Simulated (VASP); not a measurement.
# Cs2Ti (P4/mmm) in VASP: a series of runs

Runs on Cs2Ti. Level: PBE. Tasks: relaxation of cell and atoms, single point.

Everything below comes from runs of VASP 6.6.1. Logs are shortened: lines on timing, memory, paths and dates and some standing lists are left out, and cuts for length are marked.

**1. The cell of the first run**

It takes space group P4/mmm (No. 123, tetragonal). Conventional cell: a = 6.947 Å, b = 6.947 Å, c = 3.679 Å, α = 90.00°, β = 90.00°, γ = 90.00°. Cs (site symmetry mmm) has 6 Cs at 3.68 to 4.91 Å and 4 Ti at 3.93 Å within 5.0 Å. Ti (site symmetry 4/mmm) has 2 Ti at 3.68 Å and 8 Cs at 3.93 Å within 4.8 Å.

The cell was generated, and may not be a known phase.

**2. Relaxation of cell and atoms, PBE**

File INCAR:

```
SYSTEM = Cs2Ti
ALGO     = Normal         ! electronic algorithm
EDIFF    = 1E-6           ! SCF threshold, eV
EDIFFG   = -0.04          ! ionic threshold
ENCUT    = 600            ! plane-wave cutoff, eV
GGA      = PE             ! functional
IBRION   = 2              ! ionic algorithm
ISIF     = 3              ! what is computed and relaxed
ISMEAR   = 0              ! smearing method
LASPH    = .True.         ! aspherical terms in the spheres
LCHARG   = .False.        ! write CHGCAR
LREAL    = .False.        ! projectors in reciprocal space
LWAVE    = .False.        ! write WAVECAR
NELM     = 100            ! most SCF steps
NSW      = 90             ! ionic steps
PREC     = Accurate       ! precision mode
SIGMA    = 0.1            ! smearing width, eV
```

File KPOINTS:

```
k-points
0
Gamma
  4 4 6
  0 0 0
```

File POSCAR:

```
Cs2Ti
1.0
    6.9468033879      0.0000000000      0.0000000000
    0.0000000000      6.9468033879      0.0000000000
    0.0000000000      0.0000000000      3.6791293806
Cs Ti
2 1
Direct
    0.0000000000      0.5000000000      0.5000000000
    0.5000000000      0.0000000000      0.5000000000
    0.5000000000      0.5000000000      0.0000000000
```

Potentials or basis: VASP PAW PBE potentials, release 64 (Cs_sv, Ti_sv).

Launch:

```console
$ cat potpaw_PBE.64/Cs_sv/POTCAR potpaw_PBE.64/Ti_sv/POTCAR > POTCAR
$ mpirun -np 1 vasp_std > vasp.out
```

OUTCAR:

```text
SYSTEM = Cs2Ti
   EDIFF = 1E-6
   EDIFFG = -0.04
   ENCUT = 600
   GGA = PE
   IBRION = 2
   ISIF = 3
   ISMEAR = 0
   LASPH = .True.
   LREAL = .False.
   NELM = 100
   NSW = 90
   PREC = Accurate

 ion  position               nearest neighbor table
   1  0.000  0.500  0.500-
   2  0.500  0.000  0.500-
   3  0.500  0.500  0.000-

  LATTYP: Found a simple tetragonal cell.
 ALAT       =     6.9468033879
 C/A-ratio  =     0.5296147271

  Lattice vectors:

 A1 = (   6.9468033879,   0.0000000000,   0.0000000000)
 A2 = (   0.0000000000,   6.9468033879,   0.0000000000)
 A3 = (   0.0000000000,   0.0000000000,   3.6791293806)

Analysis of symmetry for initial positions (statically):
=====================================================================
 Subroutine PRICEL returns:
 Original cell was already a primitive cell.

 Routine SETGRP: Setting up the symmetry group for a
 simple tetragonal supercell.

 Subroutine GETGRP returns: Found 16 space group operations
 (whereof 16 operations were pure point group operations)
 out of a pool of 16 trial point group operations.

The static configuration has the point symmetry D_4h.

Analysis of symmetry for dynamics (positions and initial velocities):
=====================================================================
 Subroutine PRICEL returns:
 Original cell was already a primitive cell.

 Routine SETGRP: Setting up the symmetry group for a
 simple tetragonal supercell.

 Subroutine GETGRP returns: Found 16 space group operations
 (whereof 16 operations were pure point group operations)
 out of a pool of 16 trial point group operations.

The dynamic configuration has the point symmetry D_4h.

 Subroutine INISYM returns: Found 16 space group operations
 (whereof 16 operations are pure point group operations),
 and found     1 'primitive' translations

----------------------------------------------------------------------------------------

                                     Primitive cell

  volume of cell :     177.5477

  direct lattice vectors                    reciprocal lattice vectors
     6.946803388  0.000000000  0.000000000     0.143951102  0.000000000  0.000000000
     0.000000000  6.946803388  0.000000000     0.000000000  0.143951102  0.000000000
     0.000000000  0.000000000  3.679129381     0.000000000  0.000000000  0.271803434

  length of vectors
[... 72 lines left out ...]
   NGXF,Y,Z  is equivalent  to a cutoff of  26.80, 26.80, 27.11 a.u.
 SYSTEM =  Cs2Ti
   PREC   = accura    normal or accurate (medium, high low for compatibility)
   ISTART =      0    job   : 0-new  1-cont  2-samecut
   ICHARG =      2    charge: 1-file 2-atom 10-const
   ISPIN  =      1    spin polarized calculation?
   LNONCOLLINEAR =      F non collinear calculations
   LSORBIT =      F    spin-orbit coupling
   LASPH  =      T    aspherical Exc in radial PAW
   ENCUT  =  600.0 eV  44.10 Ry    6.64 a.u.  13.87 13.87  7.35*2*pi/ulx,y,z
   NELM   =    100;   NELMIN=  2; NELMDL= -5     # of ELM steps
   EDIFF  = 0.1E-05   stopping-criterion for ELM
   LREAL  =      F    real-space projection
   EDIFFG = -.4E-01   stopping-criterion for IOM
   NSW    =     90    number of steps for IOM
   IBRION =      2    ionic relax: 0-MD 1-quasi-New 2-CG
   NFREE  =      1    steps in history (QN), initial steepest desc. (CG)
   ISIF   =      3    stress and relaxation
   ISYM   =      2    0-nonsym 1-usesym 2-fastsym
   POTIM  = 0.5000    time-step for ionic-motion
   TEBEG  =    0.0;   TEEND  =   0.0 temperature during run
   PSTRESS=    0.0 pullay stress
   NELECT =      30.0000    total number of electrons
   NUPDOWN=      -1.0000    fix difference up-down
   EMIN   =  10.00;   EMAX   =-10.00  energy-range for DOS
   EFERMI =   0.00;   METHOD = LEGACY
   ISMEAR =     0;   SIGMA  =   0.10  broadening in eV -4-tet -1-fermi 0-gaus
   EFERMI_NEDOS =   21; number of points for ismear=-14 and -15
   IALGO  =     38    algorithm
   IMIX   =      4    mixing-type and parameters
     AMIX     =   0.40;   BMIX     =  1.00
     AMIX_MAG =   1.60;   BMIX_MAG =  1.00
  volume/ion in A,a.u.               =      59.18       399.38
  Fermi-wavevector in a.u.,A,eV,Ry     =   0.905059  1.710314 11.144965  0.819132
  Thomas-Fermi vector in A             =   2.028581
   LORBIT       =      0    0 simple, 1 ext, 2 COOP (PROOUT), +10 PAW based schemes
   GGA     = PE    functional components
   LHFCALC =     F    Hartree Fock is set to
   AEXX    =    0.0000 exact exchange contribution
   IVDW    =     0    specifies the selected vdW correction
   LEPSILON=     F    determine dielectric tensor
   LRPA    =     F    only Hartree local field effects (RPA)
 conjugate gradient relaxation of ions
 non-spin polarized calculation
 Gauss-broadening in eV      SIGMA  =   0.10
  energy-cutoff  :      600.00
  volume of cell :      177.55
 maximum number of plane-waves:      5984
 NGX is ok and might be reduce to    56
   NGX = 27   NGY = 27   NGZ = 15

--------------------------------------- Ionic step        1  -------------------------------------------

 number of electron      29.9999992 magnetization

 Free energy of the ion-electron system (eV)
  ---------------------------------------------------
  ext. energy  EPLUGINS =         0.00000000
  ---------------------------------------------------
  free energy    TOTEN  =        -5.43274848 eV

  energy without entropy =       -5.36332663  energy(sigma->0) =       -5.39803756

------------------------ aborting loop because EDIFF is reached ----------------------------------------

  FORCE on cell =-STRESS in cart. coord.  units (eV):
  Direction    XX          YY          ZZ          XY          YZ          ZX
  --------------------------------------------------------------------------------------
  -------------------------------------------------------------------------------------
  Total        0.2782681      0.2782681      0.2346220      0.0000000     -0.0000000      0.0000000
  in kB        2.5110704      2.5110704      2.1172118      0.0000000     -0.0000000      0.0000000
  external PRESSURE =       2.3797842 kB  Pullay stress =       0.0000000 kB
[... 61 lines left out ...]
--------------------------------------- Ionic step        3  -------------------------------------------

 number of electron      29.9999995 magnetization

 Free energy of the ion-electron system (eV)
  ---------------------------------------------------
  ext. energy  EPLUGINS =         0.00000000
  ---------------------------------------------------
  free energy    TOTEN  =        -5.43857221 eV

  energy without entropy =       -5.36694952  energy(sigma->0) =       -5.40276086

 E-fermi :   1.6543     XC(G=0):  -6.8601

 val. band max:        1.6507789000   @ k =   0.5000   0.5000   0.5000
 cond. band min:       1.6587549713   @ k =   0.5000   0.2500   0.3333
 fundamental gap:      0.0079760713
 Fermi energy:         1.6542509044

 k-point     1 :       0.0000    0.0000    0.0000
  band No.  band energies     occupation
      1     -55.8988      2.00000
      2     -32.1859      2.00000
      3     -32.1859      2.00000
      4     -32.0767      2.00000
      5     -21.6588      2.00000
      6     -21.6426      2.00000
[... 547 lines left out ...]
  FREE ENERGIE OF THE ION-ELECTRON SYSTEM (eV)
  ---------------------------------------------------
  free  energy   TOTEN  =        -5.4385722113 eV

  energy  without entropy=       -5.3669495180  energy(sigma->0) =       -5.40276086

 reached required accuracy - stopping structural energy minimisation
```

CONTCAR:

```text
Cs2Ti
   1.00000000000000
     7.0396463812086694    0.0000000000000000    0.0000000000000000
     0.0000000000000000    7.0396463812086694   -0.0000000000000000
    -0.0000000000000000   -0.0000000000000000    3.7205879778227922
  Cs              Ti
     2     1
Direct
     0.0000000000000000    0.5000000000000000    0.5000000000000000
     0.5000000000000000    0.0000000000000000    0.5000000000000000
     0.5000000000000000    0.5000000000000000    0.0000000000000000

  0.00000000E+00  0.00000000E+00  0.00000000E+00
  0.00000000E+00  0.00000000E+00  0.00000000E+00
  0.00000000E+00  0.00000000E+00  0.00000000E+00
```

It took 3 min on 1 thread of Intel Xeon Platinum 8488C (Sapphire Rapids), shared host; peak memory 0.37 GiB.

What came out:

```yaml
Free_energy: -5.4386 eV
Relaxed_volume: 61.46 Å³/atom
Relaxed_cell: a = 7.040 Å, b = 7.040 Å, c = 3.721 Å, α = 90.00°, β = 90.00°, γ = 90.00°
Space_group_after_relaxing_to_0.1_Å: P4/mmm (No. 123)
Energy_gained_by_relaxing: 1.9 meV/atom
Ionic_steps: 3
Pressure_after_relaxing: 0.0 GPa
Band_gap_on_the_k_mesh: zero (bands 15 and 16 overlap by 0.40 eV)
```

The path:
```csv
step,energy change (eV),largest force (eV/Å),pressure (GPa),volume (Å³)
1,0.0000,0.0000,0.24,177.55
2,-0.0029,0.0000,0.16,179.82
3,-0.0058,0.0000,0.03,184.38
```

Final structure:
```yaml
crystal:
  lattice:
    - [7.03965, 0.00000, 0.00000]
    - [0.00000, 7.03965, 0.00000]
    - [0.00000, 0.00000, 3.72059]
  atoms:
    - { symbol: Cs, position: [0.00000, 0.50000, 0.50000] }
    - { symbol: Cs, position: [0.50000, 0.00000, 0.50000] }
    - { symbol: Ti, position: [0.50000, 0.50000, 0.00000] }
```

Caveat: spin-orbit coupling is left out, which moves the levels of the heavy elements.

**3. Single point, PBE**

This run uses another cell than the first one, of 62.72 Å³/atom.

File INCAR:

```
PREC = Accurate
ENCUT = 520
EDIFF = 1E-6
ISMEAR = 0
SIGMA = 0.1
LREAL = F
LASPH = T
NELM = 60
ALGO = Fast
ISIF = 2
LWAVE = F
LCHARG = F
GGA = PE
NBANDS = 22
```

File KPOINTS:

```
regular mesh
0
Gamma
  8 8 12
```

File POSCAR:

```
Cs2Ti
1.0
    7.1468591271      0.0000000000      0.0000000000
    0.0000000000      7.1468591271      0.0000000000
    0.0000000000      0.0000000000      3.6838915137
Cs Ti
2 1
Direct
    0.0000000000      0.5000000000      0.5000000000
    0.5000000000      0.0000000000      0.5000000000
    0.5000000000      0.5000000000      0.0000000000
```

Potentials or basis: VASP PAW PBE potentials, release 64 (Cs_sv, Ti_sv).

Launch:

```console
$ cat potpaw_PBE.64/Cs_sv/POTCAR potpaw_PBE.64/Ti_sv/POTCAR > POTCAR
$ mpirun -np 1 vasp_std > vasp.out
```

It took 12 min on 1 thread of Intel Xeon Platinum 8488C (Sapphire Rapids), shared host; peak memory 0.56 GiB.

Results (log left out):

| Item | Value |
| --- | --- |
| Free energy | -5.4461 eV |
| Pressure | 0.0 GPa |
| Band gap on the k mesh | zero (bands 15 and 16 overlap by 0.35 eV) |

Levels at points of the mesh, in eV from the Fermi level:
```csv
k point,band 11,band 12,band 13,band 14,band 15,band 16,band 17,band 18,band 19,band 20
"(0.00, 0.00, 0.00)",-9.36,-9.35,-2.83,-0.54,-0.29,-0.08,0.31,0.80,0.80,1.42
"(0.50, 0.00, 0.00)",-9.36,-9.35,-2.30,-0.63,-0.19,-0.11,0.29,0.80,0.84,0.97
"(0.50, 0.50, 0.00)",-9.36,-9.36,-1.70,-0.54,-0.54,-0.03,0.10,0.39,0.84,0.84
"(0.00, 0.00, 0.50)",-9.82,-9.82,-0.12,-0.05,0.07,0.07,0.32,0.44,0.45,0.45
"(0.50, 0.00, 0.50)",-9.84,-9.84,-0.77,-0.28,0.03,0.18,0.36,0.52,0.75,0.92
"(0.50, 0.50, 0.50)",-9.89,-9.76,-1.13,-0.33,-0.33,-0.11,0.00,1.19,1.20,1.70
```

Caveat: spin-orbit coupling is left out, which moves the levels of the heavy elements.
